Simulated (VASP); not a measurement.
# Ni (Fm-3m) in VASP: a series of runs

Runs on Ni. Level: PBEsol. Tasks: single point.

Program: VASP 6.6.1. These are calculated values, not measurements. Logs are shortened: lines on timing, memory, paths and dates and some standing lists are left out, and cuts for length are marked.

## Step 1: The cell of the first run

Symmetry: Fm-3m, No. 225, cubic system. The conventional cell has a = 3.464 Å, b = 3.464 Å, c = 3.464 Å, α = 90.00°, β = 90.00°, γ = 90.00°. Within 3.2 Å of Ni (site symmetry m-3m) lie 12 Ni at 2.45 Å.

## Step 2: Single point, PBEsol, collinear spin, ferromagnetic start

INCAR reads:

```
PREC = Accurate
ENCUT = 520
EDIFF = 1E-6
ISMEAR = -1
SIGMA = 0.1
LREAL = F
LASPH = T
NELM = 150
ALGO = Normal
ISIF = 2
LWAVE = F
LCHARG = F
ISPIN = 2
MAGMOM = 1
LORBIT = 11
LMAXMIX = 4
GGA = PS
NBANDS = 15
```

KPOINTS reads:

```
Automatic mesh
0
Gamma
  21 21 21
```

POSCAR reads:

```
Ni
1.0
    0.0000000000      1.7321712240      1.7321712240
    1.7321712240      0.0000000000      1.7321712240
    1.7321712240      1.7321712240      0.0000000000
Ni
1
Direct
    0.0000000000      0.0000000000      0.0000000000
```

Potentials or basis: VASP PAW PBE potentials, release 64 (Ni).

The run is started by

```bash
$ cat potpaw_PBE.64/Ni/POTCAR > POTCAR
$ mpirun -np 1 vasp_std > vasp.out
```

OUTCAR:

```text
PREC = Accurate
   ENCUT = 520
   EDIFF = 1E-6
   ISMEAR = -1
   LREAL = F
   LASPH = T
   NELM = 150
   ISIF = 2
   ISPIN = 2
   LORBIT = 11
   GGA = PS

 ion  position               nearest neighbor table
   1  0.000  0.000  0.000-

  LATTYP: Found a face centered cubic cell.
 ALAT       =     3.4643424480

  Lattice vectors:

 A1 = (   0.0000000000,   1.7321712240,   1.7321712240)
 A2 = (   1.7321712240,   0.0000000000,   1.7321712240)
 A3 = (   1.7321712240,   1.7321712240,   0.0000000000)

Analysis of symmetry for initial positions (statically):
=====================================================================
 Subroutine PRICEL returns:
 Original cell was already a primitive cell.

 Routine SETGRP: Setting up the symmetry group for a
 face centered cubic supercell.

 Subroutine GETGRP returns: Found 48 space group operations
 (whereof 48 operations were pure point group operations)
 out of a pool of 48 trial point group operations.

The static configuration has the point symmetry O_h .

Analysis of symmetry for dynamics (positions and initial velocities):
=====================================================================
 Subroutine PRICEL returns:
 Original cell was already a primitive cell.

 Routine SETGRP: Setting up the symmetry group for a
 face centered cubic supercell.

 Subroutine GETGRP returns: Found 48 space group operations
 (whereof 48 operations were pure point group operations)
 out of a pool of 48 trial point group operations.

The dynamic configuration has the point symmetry O_h .

Analysis of structural, dynamic, and magnetic symmetry:
=====================================================================
 Subroutine PRICEL returns:
 Original cell was already a primitive cell.

 Routine SETGRP: Setting up the symmetry group for a
 face centered cubic supercell.

 Subroutine GETGRP returns: Found 48 space group operations
 (whereof 48 operations were pure point group operations)
 out of a pool of 48 trial point group operations.

The overall configuration has the point symmetry O_h .

 Subroutine INISYM returns: Found 48 space group operations
 (whereof 48 operations are pure point group operations),
 and found     1 'primitive' translations

----------------------------------------------------------------------------------------

                                     Primitive cell

  volume of cell :      10.3945

  direct lattice vectors                    reciprocal lattice vectors
     0.000000000  1.732171224  1.732171224    -0.288655067  0.288655067  0.288655067
     1.732171224  0.000000000  1.732171224     0.288655067 -0.288655067  0.288655067
     1.732171224  1.732171224  0.000000000     0.288655067  0.288655067 -0.288655067

  length of vectors
     2.449660037  2.449660037  2.449660037     0.499965241  0.499965241  0.499965241

  position of ions in fractional coordinates (direct lattice)
     0.000000000  0.000000000  0.000000000

  ion indices of the primitive-cell ions
   primitive index   ion index
                 1           1

----------------------------------------------------------------------------------------

 KPOINTS: Automatic mesh

Automatic generation of k-mesh.
 Grid dimensions read from file:
 generate k-points for:   21   21   21

 Generating k-lattice:

  Cartesian coordinates                     Fractional coordinates (reciprocal lattice)
    -0.013745479  0.013745479  0.013745479     0.047619048  0.000000000  0.000000000
     0.013745479 -0.013745479  0.013745479     0.000000000  0.047619048  0.000000000
     0.013745479  0.013745479 -0.013745479     0.000000000  0.000000000  0.047619048

  Length of vectors
     0.023807869  0.023807869  0.023807869

  Shift w.r.t. Gamma in fractional coordinates (k-lattice)
     0.000000000  0.000000000  0.000000000

 Subroutine IBZKPT returns following result:
 ===========================================

 Found    286 irreducible k-points:

 Following reciprocal coordinates:
            Coordinates               Weight
  0.000000  0.000000  0.000000      1.000000
  0.047619  0.000000  0.000000      8.000000
  0.095238  0.000000  0.000000      8.000000
  0.142857  0.000000  0.000000      8.000000
  0.190476  0.000000  0.000000      8.000000
  0.238095  0.000000  0.000000      8.000000
[... 16 lines left out ...]
 -0.428571  0.047619  0.000000     24.000000
 -0.380952  0.047619  0.000000     24.000000
 [... further k-points ...]
   k-points           NKPTS =    286   k-points in BZ     NKDIM =    286   number of bands    NBANDS=     15
   number of dos      NEDOS =    301   number of ions     NIONS =      1
   total plane-waves  NPLWV =   5832
   dimension x,y,z NGX =    18 NGY =   18 NGZ =   18
   dimension x,y,z NGXF=    36 NGYF=   36 NGZF=   36
   ions per type =               1
   NGX,Y,Z   is equivalent  to a cutoff of  12.22, 12.22, 12.22 a.u.
   NGXF,Y,Z  is equivalent  to a cutoff of  24.43, 24.43, 24.43 a.u.
 SYSTEM =  unknown system
   PREC   = accura    normal or accurate (medium, high low for compatibility)
   ISTART =      0    job   : 0-new  1-cont  2-samecut
   ICHARG =      2    charge: 1-file 2-atom 10-const
   ISPIN  =      2    spin polarized calculation?
   LNONCOLLINEAR =      F non collinear calculations
   LSORBIT =      F    spin-orbit coupling
   LASPH  =      T    aspherical Exc in radial PAW
   ENCUT  =  520.0 eV  38.22 Ry    6.18 a.u.   4.55  4.55  4.55*2*pi/ulx,y,z
   NELM   =    150;   NELMIN=  2; NELMDL= -5     # of ELM steps
   EDIFF  = 0.1E-05   stopping-criterion for ELM
   LREAL  =      F    real-space projection
   EDIFFG = 0.1E-04   stopping-criterion for IOM
   NSW    =      0    number of steps for IOM
   IBRION =     -1    ionic relax: 0-MD 1-quasi-New 2-CG
   NFREE  =      0    steps in history (QN), initial steepest desc. (CG)
   ISIF   =      2    stress and relaxation
   ISYM   =      2    0-nonsym 1-usesym 2-fastsym
   POTIM  = 0.5000    time-step for ionic-motion
   TEBEG  =    0.0;   TEEND  =   0.0 temperature during run
   PSTRESS=    0.0 pullay stress
   NELECT =      10.0000    total number of electrons
   NUPDOWN=      -1.0000    fix difference up-down
   EMIN   =  10.00;   EMAX   =-10.00  energy-range for DOS
   EFERMI =   0.00;   METHOD = LEGACY
   ISMEAR =    -1;   SIGMA  =   0.10  broadening in eV -4-tet -1-fermi 0-gaus
   EFERMI_NEDOS =   21; number of points for ismear=-14 and -15
   IALGO  =     38    algorithm
   IMIX   =      4    mixing-type and parameters
     AMIX     =   0.40;   BMIX     =  1.00
     AMIX_MAG =   1.60;   BMIX_MAG =  1.00
  volume/ion in A,a.u.               =      10.39        70.15
  Fermi-wavevector in a.u.,A,eV,Ry     =   1.616122  3.054027 35.536360  2.611849
  Thomas-Fermi vector in A             =   2.710759
   LORBIT       =     11    0 simple, 1 ext, 2 COOP (PROOUT), +10 PAW based schemes
   GGA     = PS    functional components
   LHFCALC =     F    Hartree Fock is set to
   AEXX    =    0.0000 exact exchange contribution
   IVDW    =     0    specifies the selected vdW correction
   LEPSILON=     F    determine dielectric tensor
   LRPA    =     F    only Hartree local field effects (RPA)
 spin polarized calculation
  energy-cutoff  :      520.00
  volume of cell :       10.39
 maximum number of plane-waves:       295
   NGX =  9   NGY =  9   NGZ =  9

 number of electron      10.0000000 magnetization       1.0000000

 number of electron       9.9999994 magnetization       0.5913056

 Free energy of the ion-electron system (eV)
  ---------------------------------------------------
  ext. energy  EPLUGINS =         0.00000000
  ---------------------------------------------------
  free energy    TOTEN  =        -6.16267164 eV

  energy without entropy =       -6.10973942  energy(sigma->0) =       -6.13620553

 E-fermi :   9.8330     XC(G=0): -13.7081

 val. band max:        9.8329369677   @ k =   0.4286   0.3810   0.0476
 cond. band min:       9.8336049460   @ k =   0.3810   0.3810   0.0000
 fundamental gap:      0.0006679783
 Fermi energy:         9.8330431695

 spin component 1

 k-point     1 :       0.0000    0.0000    0.0000
  band No.  band energies     occupation
      1       0.4644      1.00000
      2       7.3309      1.00000
      3       7.3309      1.00000
      4       7.3309      1.00000
      5       8.5657      1.00000
      6       8.5657      1.00000
      7      33.9300      0.00000
      8      38.1281      0.00000
      9      38.1281      0.00000
     10      38.1281      0.00000
     11      41.2122      0.00000
     12      41.2122      0.00000
     13      41.2122      0.00000
     14      44.1187      0.00000
     15      50.9167      0.00000
[... 397 lines left out ...]
 k-point    24 :      -0.3810    0.0476    0.0000
  band No.  band energies     occupation
      1       4.5965      1.00000
      2       7.3655      1.00000
      3       7.4219      1.00000
      4       7.9486      1.00000
      5       9.0578      0.99957
      6       9.4545      0.97780
      7      18.1456      0.00000
      8      32.0020      0.00000
      9      34.3419      0.00000
     10      36.0490      0.00000
     11      38.3841      0.00000
     12      40.0120      0.00000
     13      44.9065      0.00000
     14      53.0606      0.00000
     15      53.9031      0.00000

 [... further k-points ...]

 spin component 2

 k-point     1 :       0.0000    0.0000    0.0000
  band No.  band energies     occupation
      1       0.4569      1.00000
      2       8.0064      1.00000
      3       8.0064      1.00000
      4       8.0064      1.00000
      5       9.1530      0.99889
      6       9.1530      0.99889
      7      33.8282      0.00000
      8      38.1299      0.00000
      9      38.1299      0.00000
     10      38.1299      0.00000
     11      41.3290      0.00000
     12      41.3290      0.00000
     13      41.3290      0.00000
     14      44.0331      0.00000
     15      51.1083      0.00000
[... 397 lines left out ...]
 k-point    24 :      -0.3810    0.0476    0.0000
  band No.  band energies     occupation
      1       4.8807      1.00000
      2       7.9465      1.00000
      3       8.0147      1.00000
      4       8.2235      1.00000
      5       9.7490      0.69857
      6      10.0843      0.07495
      7      18.4246      0.00000
      8      31.9734      0.00000
      9      34.3881      0.00000
     10      36.1484      0.00000
     11      38.4526      0.00000
     12      40.0654      0.00000
     13      45.0172      0.00000
     14      53.1484      0.00000
     15      54.4177      0.00000

 [... further k-points ...]

------------------------ aborting loop because EDIFF is reached ----------------------------------------

  FORCE on cell =-STRESS in cart. coord.  units (eV):
  Direction    XX          YY          ZZ          XY          YZ          ZX
  --------------------------------------------------------------------------------------
  -------------------------------------------------------------------------------------
  Total       -0.0041504     -0.0041504     -0.0041504      0.0000000     -0.0000000      0.0000000
  in kB       -0.6397279     -0.6397279     -0.6397279      0.0000000     -0.0000000      0.0000000
  external PRESSURE =      -0.6397279 kB  Pullay stress =       0.0000000 kB

 VOLUME and BASIS-vectors are now :
 -----------------------------------------------------------------------------
  energy-cutoff  :      520.00
  volume of cell :       10.39
      direct lattice vectors                 reciprocal lattice vectors
     0.000000000  1.732171224  1.732171224    -0.288655067  0.288655067  0.288655067
     1.732171224  0.000000000  1.732171224     0.288655067 -0.288655067  0.288655067
     1.732171224  1.732171224  0.000000000     0.288655067  0.288655067 -0.288655067

 POSITION                                       TOTAL-FORCE (eV/Angst)
 -----------------------------------------------------------------------------------
      0.00000      0.00000      0.00000         0.000000      0.000000      0.000000
 -----------------------------------------------------------------------------------
    total drift:                                0.000000     -0.000000     -0.000000

  FREE ENERGIE OF THE ION-ELECTRON SYSTEM (eV)
  ---------------------------------------------------
  free  energy   TOTEN  =        -6.1626716447 eV

  energy  without entropy=       -6.1097394160  energy(sigma->0) =       -6.13620553

 total charge

# of ion       s       p       d       tot
------------------------------------------
    1        0.520   0.545   8.334   9.399

 magnetization (x)

# of ion       s       p       d       tot
------------------------------------------
    1       -0.006  -0.023   0.626   0.597
```

Run time: 50 s. Hardware: 1 thread of Intel Xeon Platinum 8488C (Sapphire Rapids), shared host; peak memory 0.18 GiB.

What came out:

```
Free energy                                           : -6.1627 eV
Pressure                                              : -0.1 GPa
Net moment                                            : 0.59 μB per cell
Site moments                                          : Ni +0.60 μB
Valence electrons inside the program's atomic spheres : Ni 9.40
```

Caveat: the PAW data sets were made with another functional, which shifts forces and pressure a little.

## Step 3: Single point, PBEsol, collinear spin, ferromagnetic start

This run uses another cell than the first one: it holds 2 atoms, not 1.

INCAR reads:

```
PREC = Accurate ; ENCUT = 520
EDIFF = 1E-6 ; ISMEAR = -1
SIGMA = 0.1 ; LREAL = False
LASPH = True ; NELM = 150
ALGO = Normal ; ISIF = 2
LWAVE = False ; LCHARG = False
ISPIN = 2 ; MAGMOM = 1 1
LORBIT = 11 ; LMAXMIX = 4
GGA = PS ; NBANDS = 21
```

KPOINTS reads:

```
Automatic mesh
0
Gamma
  17 17 12
```

POSCAR reads:

```
Ni
1.0
    1.7321712193      1.7321712193      0.0000000000
   -1.7321712193      1.7321712193      0.0000000000
    0.0000000000      0.0000000000      3.4643424387
Ni
2
Direct
    0.0000000000      0.0000000000      0.0000000000
    0.5000000000      0.5000000000      0.5000000000
```

Potentials or basis: VASP PAW PBE potentials, release 64 (Ni).

The run is started by

```bash
$ cat potpaw_PBE.64/Ni/POTCAR > POTCAR
$ mpirun -np 1 vasp_std > vasp.out
```

It took 3.9 min on 1 thread of Oxide Virtual Turin-like, shared host; peak memory 0.25 GiB.

Results (log left out):

- Free energy: -12.3248 eV
- Pressure: 0.0 GPa
- Net moment: 1.20 μB per cell
- Site moments: Ni +0.60 μB
- Valence electrons inside the program's atomic spheres: Ni 9.40

Levels at points of the mesh, in eV from the Fermi level:
Spin up:
| k point | band 9 | band 10 | band 11 | band 12 | band 13 | band 14 |
| --- | --- | --- | --- | --- | --- | --- |
| (0.00, 0.00, 0.00) | -0.51 | -0.39 | -0.39 | 2.44 | 9.63 | 15.21 |
| (0.00, 0.00, 0.50) | -1.61 | -1.61 | -0.90 | -0.90 | 19.83 | 19.83 |
Spin down:
```tsv
k point	band 6	band 7	band 8	band 9	band 10	band 11	band 12	band 13	band 14	band 15
(0.00, 0.00, 0.00)	-1.82	-0.68	-0.68	0.11	0.40	0.40	2.43	9.89	15.24	15.24
(0.00, 0.00, 0.50)	-1.43	-0.89	-0.89	-0.89	-0.89	-0.29	-0.29	19.92	19.92	19.92
```

Caveat: the PAW data sets were made with another functional, which shifts forces and pressure a little.
